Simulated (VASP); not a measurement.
# NaSnI3 (P4/mmm) in VASP: single point with HSE06

Aim: the single point of NaSnI3 with HSE06.

Everything below comes from runs of VASP 6.6.1. Logs are shortened: lines on timing, memory, paths and dates and some standing lists are left out, and cuts for length are marked.

## (1) The cell of the first run

The structure is tetragonal, space group P4/mmm (No. 123). The conventional cell has a = 6.233 Å, b = 6.233 Å, c = 6.188 Å, α = 90.00°, β = 90.00°, γ = 90.00°. Na (site symmetry 4/mmm) has 12 I at 4.39 to 4.41 Å and 8 Sn at 5.38 Å within 5.8 Å. Within 4.1 Å of Sn (site symmetry 4/mmm) lie 6 I at 3.09 to 3.12 Å. Within 4.1 Å of I (site symmetry 4/mmm) lie 2 Sn at 3.09 Å. Within 4.1 Å of I (site symmetry mmm) lie 2 Sn at 3.12 Å.

## (2) Single point, HSE06 (epitaxial xy strain +0.5%)

File POSCAR:

```
NaSnI3
1.0
    6.2325468245      0.0000000000      0.0000000000
    0.0000000000      6.2325468245      0.0000000000
    0.0000000000      0.0000000000      6.1879487450
Na Sn I
1 1 3
Direct
    0.0000000000      0.0000000000      0.0000000000
    0.5000000000      0.5000000000      0.5000000000
    0.5000000000      0.5000000000      0.0000000000
    0.5000000000      0.0000000000      0.5000000000
    0.0000000000      0.5000000000      0.5000000000
```

File INCAR.step1:

```
ALGO = Normal
EDIFF = 1E-5
ENCUT = 520
GGA = PE
ISIF = 2
ISMEAR = 0
LASPH = T
LREAL = F
LWAVE = T
NBANDS = 29
NELM = 60
PREC = Accurate
SIGMA = 0.01
```

File INCAR.step2:

```
ALGO = Normal
EDIFF = 1E-7
ENCUT = 520
GGA = PE
HFSCREEN = 0.2079
ISIF = 2
ISMEAR = 0
ISTART = 1
LASPH = T
LCHARG = T
LELF = T
LHFCALC = T
LREAL = F
LVHAR = T
LWAVE = F
NBANDS = 29
NELM = 60
PREC = Accurate
PRECFOCK = Fast
SIGMA = 0.01
```

File KPOINTS:

```
k-points
0
Gamma
  2 2 2
```

Potentials or basis: VASP PAW PBE potentials, release 64 (Na_pv, Sn_d, I).

On the command line:

```sh
$ cat potpaw_PBE.64/Na_pv/POTCAR potpaw_PBE.64/Sn_d/POTCAR potpaw_PBE.64/I/POTCAR > POTCAR
$ cp INCAR.step1 INCAR
$ mpirun -np 1 vasp_std > vasp.out
$ cp INCAR.step2 INCAR
$ mpirun -np 1 vasp_std > vasp.out
```

OUTCAR:

```text
EDIFF = 1E-7
   ENCUT = 520
   GGA = PE
   HFSCREEN = 0.2079
   ISIF = 2
   ISMEAR = 0
   ISTART = 1
   LASPH = T
   LHFCALC = T
   LREAL = F
   NELM = 60
   PREC = Accurate
   PRECFOCK = Fast

 ion  position               nearest neighbor table
   1  0.000  0.000  0.000-
   2  0.500  0.500  0.500-   3 3.09   3 3.09   5 3.12   4 3.12   4 3.12   5 3.12
   3  0.500  0.500  0.000-   2 3.09   2 3.09
   4  0.500  0.000  0.500-   2 3.12   2 3.12
   5  0.000  0.500  0.500-   2 3.12   2 3.12

  LATTYP: Found a simple tetragonal cell.
 ALAT       =     6.2325468245
 C/A-ratio  =     0.9928443250

  Lattice vectors:

 A1 = (   6.2325468245,   0.0000000000,   0.0000000000)
 A2 = (   0.0000000000,   6.2325468245,   0.0000000000)
 A3 = (   0.0000000000,   0.0000000000,   6.1879487450)

Analysis of symmetry for initial positions (statically):
=====================================================================
 Subroutine PRICEL returns:
 Original cell was already a primitive cell.

 Routine SETGRP: Setting up the symmetry group for a
 simple tetragonal supercell.

 Subroutine GETGRP returns: Found 16 space group operations
 (whereof 16 operations were pure point group operations)
 out of a pool of 16 trial point group operations.

The static configuration has the point symmetry D_4h.

Analysis of symmetry for dynamics (positions and initial velocities):
=====================================================================
 Subroutine PRICEL returns:
 Original cell was already a primitive cell.

 Routine SETGRP: Setting up the symmetry group for a
 simple tetragonal supercell.

 Subroutine GETGRP returns: Found 16 space group operations
 (whereof 16 operations were pure point group operations)
 out of a pool of 16 trial point group operations.

The dynamic configuration has the point symmetry D_4h.

 Subroutine INISYM returns: Found 16 space group operations
 (whereof 16 operations are pure point group operations),
 and found     1 'primitive' translations

----------------------------------------------------------------------------------------

                                     Primitive cell

  volume of cell :     240.3686

  direct lattice vectors                    reciprocal lattice vectors
     6.232546824  0.000000000  0.000000000     0.160448052  0.000000000  0.000000000
     0.000000000  6.232546824  0.000000000     0.000000000  0.160448052  0.000000000
     0.000000000  0.000000000  6.187948745     0.000000000  0.000000000  0.161604441

  length of vectors
     6.232546824  6.232546824  6.187948745     0.160448052  0.160448052  0.161604441

  position of ions in fractional coordinates (direct lattice)
     0.000000000  0.000000000  0.000000000
     0.500000000  0.500000000  0.500000000
     0.500000000  0.500000000  0.000000000
     0.500000000  0.000000000  0.500000000
     0.000000000  0.500000000  0.500000000

  ion indices of the primitive-cell ions
   primitive index   ion index
                 1           1
                 2           2
                 3           3
                 4           4
                 5           5

----------------------------------------------------------------------------------------

 KPOINTS: k-points

Automatic generation of k-mesh.
 Grid dimensions read from file:
 generate k-points for:    2    2    2

 Generating k-lattice:

  Cartesian coordinates                     Fractional coordinates (reciprocal lattice)
     0.080224026  0.000000000  0.000000000     0.500000000  0.000000000  0.000000000
     0.000000000  0.080224026  0.000000000     0.000000000  0.500000000  0.000000000
     0.000000000  0.000000000  0.080802221     0.000000000  0.000000000  0.500000000

  Length of vectors
     0.080224026  0.080224026  0.080802221

  Shift w.r.t. Gamma in fractional coordinates (k-lattice)
     0.000000000  0.000000000  0.000000000

 Subroutine IBZKPT returns following result:
 ===========================================

 Found      6 irreducible k-points:

 Following reciprocal coordinates:
            Coordinates               Weight
  0.000000  0.000000  0.000000      1.000000
  0.500000  0.000000  0.000000      2.000000
  0.500000  0.500000  0.000000      1.000000
  0.000000  0.000000  0.500000      1.000000
  0.500000  0.000000  0.500000      2.000000
  0.500000  0.500000  0.500000      1.000000
   k-points           NKPTS =      6   k-points in BZ     NKDIM =      8   number of bands    NBANDS=     29
   number of dos      NEDOS =    301   number of ions     NIONS =      5
   total plane-waves  NPLWV = 110592
   dimension x,y,z NGX =    48 NGY =   48 NGZ =   48
   dimension x,y,z NGXF=    96 NGYF=   96 NGZF=   96
   ions per type =               1   1   3
   NGX,Y,Z   is equivalent  to a cutoff of  12.80, 12.80, 12.90 a.u.
   NGXF,Y,Z  is equivalent  to a cutoff of  25.61, 25.61, 25.79 a.u.
 SYSTEM =  unknown system
   PREC   = accura    normal or accurate (medium, high low for compatibility)
   ISTART =      1    job   : 0-new  1-cont  2-samecut
   ICHARG =      0    charge: 1-file 2-atom 10-const
   ISPIN  =      1    spin polarized calculation?
   LNONCOLLINEAR =      F non collinear calculations
   LSORBIT =      F    spin-orbit coupling
   LASPH  =      T    aspherical Exc in radial PAW
   ENCUT  =  520.0 eV  38.22 Ry    6.18 a.u.  11.59 11.59 11.51*2*pi/ulx,y,z
   NELM   =     60;   NELMIN=  2; NELMDL=  0     # of ELM steps
   EDIFF  = 0.1E-06   stopping-criterion for ELM
   LREAL  =      F    real-space projection
   EDIFFG = 0.1E-05   stopping-criterion for IOM
   NSW    =      0    number of steps for IOM
   IBRION =     -1    ionic relax: 0-MD 1-quasi-New 2-CG
   NFREE  =      0    steps in history (QN), initial steepest desc. (CG)
   ISIF   =      2    stress and relaxation
   ISYM   =      3    0-nonsym 1-usesym 2-fastsym
   POTIM  = 0.5000    time-step for ionic-motion
   TEBEG  =    0.0;   TEEND  =   0.0 temperature during run
   PSTRESS=    0.0 pullay stress
   NELECT =      42.0000    total number of electrons
   NUPDOWN=      -1.0000    fix difference up-down
   EMIN   =  10.00;   EMAX   =-10.00  energy-range for DOS
   EFERMI =   0.00;   METHOD = LEGACY
   ISMEAR =     0;   SIGMA  =   0.01  broadening in eV -4-tet -1-fermi 0-gaus
   EFERMI_NEDOS =   21; number of points for ismear=-14 and -15
   IALGO  =     38    algorithm
   IMIX   =      1    mixing-type and parameters
     AMIX     =   0.40;   BMIX     =  1.00
     AMIX_MAG =   1.60;   BMIX_MAG =  1.00
  volume/ion in A,a.u.               =      48.07       324.42
  Fermi-wavevector in a.u.,A,eV,Ry     =   0.915234  1.729541 11.396957  0.837653
  Thomas-Fermi vector in A             =   2.039952
   LORBIT       =      0    0 simple, 1 ext, 2 COOP (PROOUT), +10 PAW based schemes
   GGA     = PE    functional components
   LHFCALC =     T    Hartree Fock is set to
   PRECFOCK=fast      Normal, Fast or Accurate (Low or Medium for compatibility)
   ENCUT4O =  -1.0   cutoff for four orbital integrals eV
   NKREDX  =     1    reduce k-point grid by
   NKREDY  =     1    reduce k-point grid by
   NKREDZ  =     1    reduce k-point grid by
   AEXX    =    0.2500 exact exchange contribution
   HFSCREEN=    0.2079 screening length (either q_TF or 0.3 A-1)
   HFSCREENC=   0.2079 screening length for correlation (either q_TF or 0.3 A-1)
   ENCUTFOCK=  -1.0 apply spherical cutoff to Coloumb kernel
   IVDW    =     0    specifies the selected vdW correction
   LEPSILON=     F    determine dielectric tensor
   LRPA    =     F    only Hartree local field effects (RPA)
 non-spin polarized calculation
 Gauss-broadening in eV      SIGMA  =   0.01
  energy-cutoff  :      520.00
  volume of cell :      240.37
 maximum number of plane-waves:      6515
 NGX is ok and might be reduce to    48
  NGX = 28; NGY = 28; NGZ = 28

 number of electron      42.0000003 magnetization

 Free energy of the ion-electron system (eV)
  ---------------------------------------------------
  ext. energy  EPLUGINS =         0.00000000
  ---------------------------------------------------
  free energy    TOTEN  =       -14.63336071 eV

  energy without entropy =      -14.63336071  energy(sigma->0) =      -14.63336071

 E-fermi :   2.0728     XC(G=0):  -5.8262

 val. band max:        2.0144899696   @ k =   0.5000   0.5000   0.5000
 cond. band min:       2.7992105711   @ k =   0.5000   0.5000   0.5000
 fundamental gap:      0.7847206015
 Fermi energy:         2.0727759730

 k-point     1 :       0.0000    0.0000    0.0000
  band No.  band energies     occupation
      1     -27.1191      2.00000
      2     -27.1191      2.00000
      3     -27.1189      2.00000
      4     -22.5588      2.00000
      5     -22.5569      2.00000
      6     -22.5322      2.00000
[... 21 lines left out ...]
     28       7.3839      0.00000
     29       7.3840      0.00000

 k-point     2 :       0.5000    0.0000    0.0000
  band No.  band energies     occupation
      1     -27.1191      2.00000
      2     -27.1191      2.00000
      3     -27.1189      2.00000
      4     -22.5587      2.00000
      5     -22.5565      2.00000
      6     -22.5323      2.00000
[... 21 lines left out ...]
     28       7.1118      0.00000
     29       7.1797      0.00000

 k-point     3 :       0.5000    0.5000    0.0000
  band No.  band energies     occupation
      1     -27.1191      2.00000
      2     -27.1191      2.00000
      3     -27.1189      2.00000
      4     -22.5586      2.00000
      5     -22.5561      2.00000
      6     -22.5325      2.00000
[... 21 lines left out ...]
     28       6.8021      0.00000
     29       8.9277      0.00000

 k-point     4 :       0.0000    0.0000    0.5000
  band No.  band energies     occupation
      1     -27.1191      2.00000
      2     -27.1191      2.00000
      3     -27.1189      2.00000
      4     -22.5582      2.00000
      5     -22.5569      2.00000
      6     -22.5323      2.00000
[... 21 lines left out ...]
     28       7.0854      0.00000
     29       7.0854      0.00000

 k-point     5 :       0.5000    0.0000    0.5000
  band No.  band energies     occupation
      1     -27.1191      2.00000
      2     -27.1191      2.00000
      3     -27.1189      2.00000
      4     -22.5581      2.00000
      5     -22.5565      2.00000
      6     -22.5324      2.00000
[... 21 lines left out ...]
     28       6.6856      0.00000
     29       8.9212      0.00000

 k-point     6 :       0.5000    0.5000    0.5000
  band No.  band energies     occupation
      1     -27.1191      2.00000
      2     -27.1191      2.00000
      3     -27.1189      2.00000
      4     -22.5579      2.00000
      5     -22.5561      2.00000
      6     -22.5325      2.00000
[... 21 lines left out ...]
     28       7.9008      0.00000
     29       8.0484      0.00000

------------------------ aborting loop because EDIFF is reached ----------------------------------------

  FORCE on cell =-STRESS in cart. coord.  units (eV):
  Direction    XX          YY          ZZ          XY          YZ          ZX
  --------------------------------------------------------------------------------------
  -------------------------------------------------------------------------------------
  Total        1.6653028      1.6653028      2.1179128      0.0000000     -0.0000000     -0.0000000
  in kB       11.1000771     11.1000771     14.1169490      0.0000000     -0.0000000     -0.0000000
  external PRESSURE =      12.1057011 kB  Pullay stress =       0.0000000 kB

 VOLUME and BASIS-vectors are now :
 -----------------------------------------------------------------------------
  energy-cutoff  :      520.00
  volume of cell :      240.37
      direct lattice vectors                 reciprocal lattice vectors
     6.232546824  0.000000000  0.000000000     0.160448052  0.000000000  0.000000000
     0.000000000  6.232546824  0.000000000     0.000000000  0.160448052  0.000000000
     0.000000000  0.000000000  6.187948745     0.000000000  0.000000000  0.161604441

 POSITION                                       TOTAL-FORCE (eV/Angst)
 -----------------------------------------------------------------------------------
      0.00000      0.00000      0.00000         0.000000      0.000000      0.000000
      3.11627      3.11627      3.09397         0.000000      0.000000      0.000000
      3.11627      3.11627      0.00000         0.000000      0.000000      0.000000
      3.11627      0.00000      3.09397         0.000000      0.000000      0.000000
      0.00000      3.11627      3.09397         0.000000      0.000000      0.000000
 -----------------------------------------------------------------------------------
    total drift:                                0.000000      0.000002      0.000000

  FREE ENERGIE OF THE ION-ELECTRON SYSTEM (eV)
  ---------------------------------------------------
  free  energy   TOTEN  =       -14.6333607072 eV

  energy  without entropy=      -14.6333607072  energy(sigma->0) =      -14.63336071
```

Wall time 15 min (1 thread of Intel Xeon 8259CL, shared host); peak memory 0.47 GiB.

What came out:

```yaml
Free_energy: -14.6334 eV
Pressure: 1.2 GPa
Band_gap_on_the_k_mesh: 0.78 eV
```

Levels at points of the mesh, in eV from the valence-band top:
| k point | band 19 | band 20 | band 21 | band 22 | band 23 | band 24 |
| --- | --- | --- | --- | --- | --- | --- |
| (0.00, 0.00, 0.00) | -2.49 | -2.48 | -2.48 | 1.43 | 4.67 | 4.69 |
| (0.50, 0.00, 0.00) | -2.52 | -2.51 | -1.76 | 1.48 | 2.82 | 3.52 |
| (0.50, 0.50, 0.00) | -2.81 | -1.96 | -0.88 | 1.25 | 1.25 | 2.72 |
| (0.00, 0.00, 0.50) | -2.52 | -2.52 | -1.71 | 1.50 | 2.84 | 3.51 |
| (0.50, 0.00, 0.50) | -2.81 | -1.94 | -0.83 | 1.23 | 1.27 | 2.71 |
| (0.50, 0.50, 0.50) | -1.94 | -1.94 | 0.00 | 0.78 | 0.78 | 0.84 |

Caveat: the k points lie up to 0.51 Å⁻¹ apart; the cell differs from its parent crystal (epitaxial xy strain +0.5%); the PAW data sets were made with another functional, which shifts forces and pressure a little; spin-orbit coupling is left out, which moves the levels of the heavy elements.
